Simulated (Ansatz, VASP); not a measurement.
# Two plane-wave programs on H2C19

```
C H
1.0
     7.39800    0.00000    0.00000
    -3.69900    6.40686    0.00000
     0.00000    0.00000   12.00000
C H
19 2
Direct
  0.01236 0.01889 0.07137
  0.23557 0.13100 0.07105
  0.01493 0.35183 0.07620
  0.23194 0.45780 0.08065
  0.00735 0.68233 0.08029
  0.23020 0.80107 0.10856
  0.34896 0.02395 0.08041
  0.56583 0.12982 0.07624
  0.34522 0.35072 0.07131
  0.56848 0.46276 0.07165
  0.35056 0.68069 0.10895
  0.57348 0.79934 0.08078
  0.67937 0.01627 0.07629
  0.90250 0.12873 0.07121
  0.67832 0.35292 0.07133
  0.90139 0.46537 0.07617
  0.68055 0.68600 0.07134
  0.90027 0.79564 0.07102
  0.29002 0.74111 0.21767
  0.41516 0.86677 0.26507
  0.16428 0.61589 0.26495
```

Alike in both runs: functional PBE; k mesh 2 × 2 × 1; occupations gaussian, width 0.05 eV; no spin polarisation.

Ansatz relaxed the structure, and its values are those at the end. VASP's run is a single point on that final structure, the one shown.

|  | VASP | Ansatz |
| --- | --- | --- |
| version | VASP 6.6.1 | Ansatz 0.2.0 |
| potentials or method | VASP PAW PBE potentials, release 64 (C, H), cutoff 520 eV | scalar-relativistic, plane waves, PAW |
| valence electrons in the cell | 78 | 78 |

|  | VASP | Ansatz | Ansatz less VASP |
| --- | --- | --- | --- |
| rms of the force components (eV/Å) | 0.015 | 0.009 | -0.0065 |

The k mesh is coarse, so the values compare programs but aren't converged.
